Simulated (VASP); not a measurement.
Write the native input for VASP 6.6.1 that does the following.

| Quantity | Value |
| --- | --- |
| Task | single point |
| Functional | LDA |
| Potentials or basis | VASP PAW LDA potentials, release 64 (Mg, F) |
| Cutoff | 600 eV |
| k mesh | 7 × 7 × 10 |
| Occupations | fermi-dirac, width 0.1 eV |
| Spin | no spin polarisation |
| Dipole correction | no |
| Further INCAR settings | ALGO = Normal; EDIFF = 1e-06; NBANDS = 25 |

The structure of MgF2 (rutile type) lies in POSCAR:

```
MgF2
1.0
    4.0608321634      0.0000000000      0.0000000000
    0.0000000000      4.0608321634      0.0000000000
    0.0000000000      0.0000000000      2.7299409611
Mg F
2 4
Direct
    0.0000000000      0.0000000000      0.0000000000
    0.5000000000      0.5000000000      0.5000000000
    0.3006145910      0.3006145910      0.0000000000
    0.6993854090      0.6993854090      0.0000000000
    0.8006145910      0.1993854090      0.5000000000
    0.1993854090      0.8006145910      0.5000000000
```

This cell differs from its parent crystal: volume scaled by 0.72.

The input as run:

INCAR

```
  PREC = Accurate
  ENCUT = 600
  EDIFF = 1E-6
  ISMEAR = -1
  SIGMA = 0.1
  LREAL = False
  LASPH = True
  NELM = 120
  ALGO = Normal
  ISIF = 2
  LWAVE = False
  LCHARG = False
  NBANDS = 25
  GGA_COMPAT = False
```

KPOINTS

```
Automatic mesh
0
Gamma
  7 7 10
```

Potentials or basis: VASP PAW LDA potentials, release 64 (Mg, F).

The run is started by

```bash
$ cat potpaw_LDA.64/Mg/POTCAR potpaw_LDA.64/F/POTCAR > POTCAR
$ mpirun -np 1 vasp_std > vasp.out
```

Results of the run:

```
Pressure               : 75.4 GPa
Largest force          : 0.048 eV/Å
Band gap on the k mesh : 9.70 eV, direct
```

Wall time 26 s on 1 thread of AMD EPYC 9R45 96-Core Processor (Zen 5), with other jobs on the host, peak memory 0.16 GiB.
